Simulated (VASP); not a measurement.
Set up this calculation in VASP 6.6.1, as the native input.

```
Task                   : relaxation of cell and atoms
Functional             : PBEsol
Potentials or basis    : VASP PAW PBE potentials, release 64 (Ti_sv)
Cutoff                 : 600 eV
k mesh                 : 10 × 10 × 6
Occupations            : fermi-dirac, width 0.05 eV
Spin                   : no spin polarisation
Target pressure        : 10 GPa
Dipole correction      : no
Further INCAR settings : ALGO = Normal; EDIFF = 1e-07; IBRION = 2; EDIFFG = -0.01; NSW = 60; ISIF = 3
```

The structure of Ti lies in POSCAR:

```
Ti
1.0
    2.9500000000      0.0000000000      0.0000000000
   -1.4750000000      2.5547749412      0.0000000000
    0.0000000000      0.0000000000      4.6800000000
Ti
2
Direct
    0.6666666667      0.3333333333      0.7500000000
    0.3333333333      0.6666666667      0.2500000000
```

These files were run (other wordings do the same):

INCAR

```
SYSTEM = Ti
PREC = Accurate ; ENCUT = 600
EDIFF = 1E-7 ; ISMEAR = -1
SIGMA = 0.05 ; LREAL = .FALSE.
LASPH = .TRUE. ; NELM = 80
ALGO = Normal ; ISIF = 3
LWAVE = .FALSE. ; LCHARG = .FALSE.
GGA = PS ; IBRION = 2
NSW = 60 ; EDIFFG = -0.01
PSTRESS = 100.0
```

KPOINTS

```
Automatic mesh
0
G
  10 10 6
  0 0 0
```

Potentials or basis: VASP PAW PBE potentials, release 64 (Ti_sv).

The run is started by

```bash
$ cat potpaw_PBE.64/Ti_sv/POTCAR > POTCAR
$ mpirun -np 1 vasp_std > vasp.out
```

Results of the run:

```
Relaxed volume                                             : 15.48 Å³/atom
Relaxed cell                                               : a = 2.828 Å, b = 2.828 Å, c = 4.471 Å, α = 90.00°, β = 90.00°, γ = 120.00°
Space group after relaxing (to 0.1 Å)                      : P6_3/mmc (No. 194)
Energy change on relaxing (the run minimises the enthalpy) : +17.0 meV/atom
Ionic steps                                                : 8
Pressure after relaxing                                    : 10.0 GPa
Band gap on the k mesh                                     : zero (bands 12 and 13 overlap by 0.99 eV)
```

Caveat: the cell is relaxed towards a set pressure, so the run minimises the enthalpy, not the energy; the PAW data sets were made with another functional, which shifts forces and pressure a little.

It took 5.2 min on 1 thread of Intel Xeon 8259CL, on a shared host, peak memory 0.19 GiB.
